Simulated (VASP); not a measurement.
Hf3Si2F, 6 atoms in the cell. Symmetry: I4/mmm, No. 139, tetragonal system. Conventional cell: a = 5.494 Å, b = 5.494 Å, c = 8.260 Å, α = 90.00°, β = 90.00°, γ = 90.00°. Within 3.6 Å of Hf (site symmetry -4m2) lie 4 Si at 2.75 Å and 4 Hf at 3.44 Å and 4 F at 3.44 Å. Within 2.9 Å of Hf (site symmetry 4/mmm) lie 2 Si at 2.22 Å. Si (site symmetry 4mm) has 1 F at 1.91 Å and 1 Hf at 2.22 Å within 2.5 Å. F (site symmetry 4/mmm) has 2 Si at 1.91 Å within 2.5 Å. The cell was generated, and may not be a known phase.

```yaml
Program: VASP 6.6.1
Task: relaxation of cell and atoms
Functional: PBE
Potentials_or_basis: VASP PAW PBE potentials, release 64 (Hf_pv, Si, F)
Cutoff: 600 eV
k_mesh: 4 × 4 × 4
Occupations: gaussian, width 0.1 eV
Spin: no spin polarisation
Dipole_correction: no
Further_INCAR_settings: ALGO = Normal; EDIFF = 1e-06; IBRION = 2; EDIFFG = -0.04; NSW = 90; ISIF = 3
```

Potentials or basis: VASP PAW PBE potentials, release 64 (Hf_pv, Si, F).

Launch:

```bash
$ cat potpaw_PBE.64/Hf_pv/POTCAR potpaw_PBE.64/Si/POTCAR potpaw_PBE.64/F/POTCAR > POTCAR
$ mpirun -np 1 vasp_std > vasp.out
```

Hardware: 1 thread of Intel Xeon 8259CL, on a shared host.

Problem. Estimate the wall time of this run.

Solution. Wall time 12 min on 1 thread of Intel Xeon 8259CL, with other jobs on the host, peak memory 0.37 GiB. Counts: scf iterations 89, k points 13, ion steps 10.
